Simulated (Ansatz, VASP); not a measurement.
# AgCl in VASP and in Ansatz

INCAR

```
PREC     = Accurate       # precision mode
ENCUT    = 520            # plane-wave cutoff, eV
EDIFF    = 1E-6           # SCF threshold, eV
ISMEAR   = -1             # smearing method
SIGMA    = 0.02           # smearing width, eV
LREAL    = False          # projectors in reciprocal space
LASPH    = True           # aspherical terms in the spheres
NELM     = 60             # most SCF steps
ALGO     = Normal         # electronic algorithm
ISIF     = 2              # what is computed and relaxed
LWAVE    = False          # write WAVECAR
LCHARG   = False          # write CHGCAR
GGA      = PE             # functional
NBANDS   = 26             # bands
```

The input KPOINTS:

```
regular mesh
0
Gamma
  6 6 4
```

Contents of POSCAR:

```
AgCl
1.0
    4.4591765733      0.0000000000      0.0000000000
   -2.2295882866      3.8617601925      0.0000000000
    0.0000000000      0.0000000000      5.7224971438
Ag Cl
2 2
Direct
    0.3333333333      0.6666666667     -0.0622203809
    0.6666666667      0.3333333333      0.4377796191
    0.3333333333      0.6666666667      0.4372203809
    0.6666666667      0.3333333333      0.9372203809
```

Input for Ansatz:

```yaml
crystal:
  lattice:
    - [4.4591765733, 0.0, 0.0]
    - [-2.2295882866, 3.8617601925, 0.0]
    - [0.0, 0.0, 5.7224971438]
  atoms:
    - { symbol: Ag, position: [0.3333333333, 0.6666666667, -0.0622203809] }
    - { symbol: Ag, position: [0.6666666667, 0.3333333333, 0.4377796191] }
    - { symbol: Cl, position: [0.3333333333, 0.6666666667, 0.4372203809] }
    - { symbol: Cl, position: [0.6666666667, 0.3333333333, 0.9372203809] }
kpoints:
  mp_grid: { grid: [6, 6, 4] }
  band_path:
    path:
      - [0.0, 0.0, 0.0]
      - [0.5, 0.0, 0.0]
      - [0.3333333333, 0.3333333333, 0.0]
      - [0.0, 0.0, 0.5]
      - [0.5, 0.0, 0.5]
      - [0.3333333333, 0.3333333333, 0.5]
    npoints: 1
hamiltonian:
  xc: pbe
scf:
  occupations: { method: fermi_dirac, width: 0.02 }
  n_extra_bands: 5
output:
  forces: true
  stress: true
  eigenvalues: true
```

Change from the starting cell: biaxial_xy strain -1.3%.

Alike in both runs: task single point; functional PBE; k mesh 6 × 6 × 4; occupations fermi-dirac, width 0.02 eV; no spin polarisation.

|  | VASP | Ansatz |
| --- | --- | --- |
| version | VASP 6.6.1 | Ansatz 0.2.0 |
| potentials or method | VASP PAW PBE potentials, release 64 (Ag, Cl) | plane waves, PAW |
| plane-wave cutoff (eV) | 520 | 420 |
| valence electrons in the cell | 36 | 52 |

```tsv
	VASP	Ansatz	Ansatz less VASP
gap on the k mesh at the Fermi level (eV)	1.35	1.35	+0.001
pressure (GPa)	2.3	2.4	+0.12
```

VASP's potentials hold 36 valence electrons a cell and Ansatz's 52, so a difference there can come from the potentials and not from the codes.
